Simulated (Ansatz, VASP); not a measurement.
**One calculation of LiCl, two programs**

```
Cl Li
1.0
     0.00000    2.56477    2.56477
     2.56477    0.00000    2.56477
     2.56477    2.56477    0.00000
Cl Li
1 1
Direct
  0.50000 0.50000 0.50000
  0.00000 0.00000 0.00000
```

Alike in both runs: task single point; functional PBE-based screened hybrid with a share of 0.25 of exact exchange and HFSCREEN = 0.2078699; k mesh 5 × 5 × 5; occupations fermi-dirac, width 0.05 eV; no spin polarisation.

|  | VASP | Ansatz |
| --- | --- | --- |
| version | VASP 6.6.1 | Ansatz 0.2.0 |
| potentials or method | VASP PAW PBE potentials, release 64 (Cl, Li_sv) | Ansatz PAW |
| plane-wave cutoff (eV) | 520 | 420 |
| valence electrons in the cell | 10 | 10 |

```tsv
	VASP	Ansatz	Ansatz less VASP
gap on the k mesh at the Fermi level (eV)	7.73	7.73	-0.006
least direct gap on the mesh (eV)	7.73	7.73	-0.006
```

VASP's potentials were made for PBE, not for PBE-based screened hybrid.

The k mesh is coarse, so the values compare programs but aren't converged. Noted on VASP's run: the cutoff is under 1.25 times that of the potentials, so the pressure is a little rough. Noted on Ansatz's run: odd divisions of the mesh miss points on the zone boundary, where band edges often lie, so the gap on the mesh can be too wide.
